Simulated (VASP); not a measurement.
# TiCo (Pm-3m) in VASP: a series of runs, part 2 of 2

VASP 6.6.1. Earlier steps stand in the parts before.

## (3) Single point, PBE, non-collinear spin, typed start

Input file INCAR:

```
PREC = Accurate ; ENCUT = 520
EDIFF = 1E-6 ; ISMEAR = -1
SIGMA = 0.05 ; LREAL = False
LASPH = True ; NELM = 150
ALGO = Normal ; ISIF = 2
LWAVE = False ; LCHARG = False
LNONCOLLINEAR = True ; MAGMOM = 0.055 -0.103 0.027 -0.364 -0.018 1.027
LORBIT = 11 ; LMAXMIX = 4
GGA = PE ; NBANDS = 33
```

Input file KPOINTS:

```
Automatic mesh
0
Gamma
  7 7 7
```

Input file POSCAR:

```
TiCo
1.0
    2.9861109900      0.0000000000      0.0000000000
    0.0000000000      2.9861109900      0.0000000000
    0.0000000000      0.0000000000      2.9861109900
Co Ti
1 1
Direct
    0.5000000000      0.5000000000      0.5000000000
    0.0000000000      0.0000000000      0.0000000000
```

Potentials or basis: VASP PAW PBE potentials, release 64 (Co, Ti_sv).

Run with:

```bash
> cat potpaw_PBE.64/Co/POTCAR potpaw_PBE.64/Ti_sv/POTCAR > POTCAR
> mpirun -np 1 vasp_ncl > vasp.out
```

OUTCAR:

```text
PREC = Accurate
   ENCUT = 520
   EDIFF = 1E-6
   ISMEAR = -1
   LREAL = False
   LASPH = True
   NELM = 150
   ISIF = 2
   LNONCOLLINEAR = True
   LORBIT = 11
   GGA = PE

 ion  position               nearest neighbor table
   1  0.500  0.500  0.500-   2 2.59   2 2.59   2 2.59   2 2.59   2 2.59   2 2.59   2 2.59   2 2.59

   2  0.000  0.000  0.000-   1 2.59   1 2.59   1 2.59   1 2.59   1 2.59   1 2.59   1 2.59   1 2.59

  LATTYP: Found a simple cubic cell.
 ALAT       =     2.9861109900

  Lattice vectors:

 A1 = (   2.9861109900,   0.0000000000,   0.0000000000)
 A2 = (   0.0000000000,   2.9861109900,   0.0000000000)
 A3 = (   0.0000000000,   0.0000000000,   2.9861109900)

Analysis of symmetry for initial positions (statically):
=====================================================================
 Subroutine PRICEL returns:
 Original cell was already a primitive cell.

 Routine SETGRP: Setting up the symmetry group for a
 simple cubic supercell.

 Subroutine GETGRP returns: Found 48 space group operations
 (whereof 48 operations were pure point group operations)
 out of a pool of 48 trial point group operations.

The static configuration has the point symmetry O_h .

Analysis of symmetry for dynamics (positions and initial velocities):
=====================================================================
 Subroutine PRICEL returns:
 Original cell was already a primitive cell.

 Routine SETGRP: Setting up the symmetry group for a
 simple cubic supercell.

 Subroutine GETGRP returns: Found 48 space group operations
 (whereof 48 operations were pure point group operations)
 out of a pool of 48 trial point group operations.

The dynamic configuration has the point symmetry O_h .

Analysis of structural, dynamic, and magnetic symmetry:
=====================================================================
[... 153 lines left out ...]
  ext. energy  EPLUGINS =         0.00000000
  ---------------------------------------------------
  free energy    TOTEN  =       -15.69563859 eV

  energy without entropy =      -15.68591031  energy(sigma->0) =      -15.69077445

 E-fermi :   9.9205     XC(G=0): -12.5752

 val. band max:        9.9041885098   @ k =  -0.4286  -0.4286   0.1429
 cond. band min:      10.0275502079   @ k =   0.2857   0.1429   0.0000
 fundamental gap:      0.1233616981
 Fermi energy:         9.9205227392

 k-point     1 :       0.0000    0.0000    0.0000
  band No.  band energies     occupation
      1     -47.2580      1.00000
      2     -47.2216      1.00000
      3     -23.3498      1.00000
      4     -23.3498      1.00000
      5     -23.3498      1.00000
      6     -23.3145      1.00000
[... 853 lines left out ...]
     32      15.2993      0.00000
     33      19.7800      0.00000

 [... further k-points ...]
[... 5 lines left out ...]
  --------------------------------------------------------------------------------------
  -------------------------------------------------------------------------------------
  Total       -0.1316208     -0.1315949     -0.1315903      0.0000005      0.0000008      0.0000025
  in kB       -7.9198558     -7.9182999     -7.9180210      0.0000276      0.0000491      0.0001493
  external PRESSURE =      -7.9187256 kB  Pullay stress =       0.0000000 kB

 VOLUME and BASIS-vectors are now :
 -----------------------------------------------------------------------------
  energy-cutoff  :      520.00
  volume of cell :       26.63
      direct lattice vectors                 reciprocal lattice vectors
     2.986110990  0.000000000  0.000000000     0.334883735  0.000000000  0.000000000
     0.000000000  2.986110990  0.000000000     0.000000000  0.334883735  0.000000000
     0.000000000  0.000000000  2.986110990     0.000000000  0.000000000  0.334883735

 POSITION                                       TOTAL-FORCE (eV/Angst)
 -----------------------------------------------------------------------------------
      1.49306      1.49306      1.49306         0.000000      0.000000      0.000000
      0.00000      0.00000      0.00000         0.000000      0.000000      0.000000
 -----------------------------------------------------------------------------------
    total drift:                                0.000000     -0.000000     -0.000000

  FREE ENERGIE OF THE ION-ELECTRON SYSTEM (eV)
  ---------------------------------------------------
  free  energy   TOTEN  =       -15.6956385950 eV

  energy  without entropy=      -15.6859103074  energy(sigma->0) =      -15.69077445

 total charge

# of ion       s       p       d       tot
------------------------------------------
    1        0.527   0.460   7.302   8.288
    2        2.247   6.181   1.856  10.284
--------------------------------------------------
tot          2.774   6.640   9.158  18.572

 magnetization (x)

# of ion       s       p       d       tot
------------------------------------------
    1        0.004  -0.001   0.134   0.138
    2       -0.000  -0.002  -0.005  -0.008
--------------------------------------------------
tot          0.004  -0.003   0.129   0.130

 magnetization (y)

# of ion       s       p       d       tot
------------------------------------------
    1       -0.018   0.004  -0.604  -0.618
    2        0.002   0.009   0.024   0.035
--------------------------------------------------
tot         -0.016   0.012  -0.580  -0.584

 magnetization (z)

# of ion       s       p       d       tot
------------------------------------------
    1        0.020  -0.004   0.670   0.686
    2       -0.002  -0.010  -0.027  -0.039
--------------------------------------------------
tot          0.018  -0.014   0.643   0.648
```

OSZICAR:

```text
N       E                     dE             d eps       ncg     rms          rms(c)
DAV:   1     0.210311309391E+03    0.21031E+03   -0.96923E+03 11368   0.166E+03
DAV:   2     0.379158990861E+01   -0.20652E+03   -0.19900E+03 11461   0.428E+02
DAV:   3    -0.165091017508E+02   -0.20301E+02   -0.19574E+02 17535   0.134E+02
DAV:   4    -0.177146221785E+02   -0.12055E+01   -0.11925E+01 15536   0.285E+01
[... 38 lines left out ...]
DAV:  43    -0.156956405694E+02   -0.35856E-06   -0.25525E-05 10323   0.393E-02    0.256E-03
DAV:  44    -0.156956408148E+02   -0.24538E-06   -0.42060E-05 10430   0.423E-02    0.347E-03
DAV:  45    -0.156956400090E+02    0.80576E-06   -0.10492E-05 10335   0.253E-02    0.290E-03
DAV:  46    -0.156956391970E+02    0.81204E-06   -0.22669E-05 10444   0.295E-02    0.193E-03
DAV:  47    -0.156956385950E+02    0.60201E-06   -0.60799E-06 10251   0.174E-02
   1 F= -.15695639E+02 E0= -.15690774E+02  d E =-.972829E-02  mag=     0.1217    -0.5468     0.6069
```

Run time: 9.1 min. Hardware: 1 thread of AMD EPYC 9R45 (Zen 5), shared host; peak memory 0.34 GiB.

Results:

```yaml
Free_energy: -15.6956 eV
Pressure: -0.8 GPa
Band_gap_on_the_k_mesh: zero (band 21 reaches 10.41 eV, above the bottom of band 22 at 8.79 eV)
Net_moment: 0.83 μB per cell
Valence_electrons_inside_the_program's_atomic_spheres: Co 8.29; Ti 10.28
```

Levels at points of the mesh, in eV from the Fermi level:
```csv
k point,band 19,band 20,band 21,band 22,band 23,band 24
"(0.00, 0.00, 0.00)",-1.32,-1.32,0.49,0.49,1.02,1.02
```

Moments on the atoms (μB; x, y, z):
```
Co   0.14 -0.62  0.69
Ti  -0.01  0.04 -0.04
```
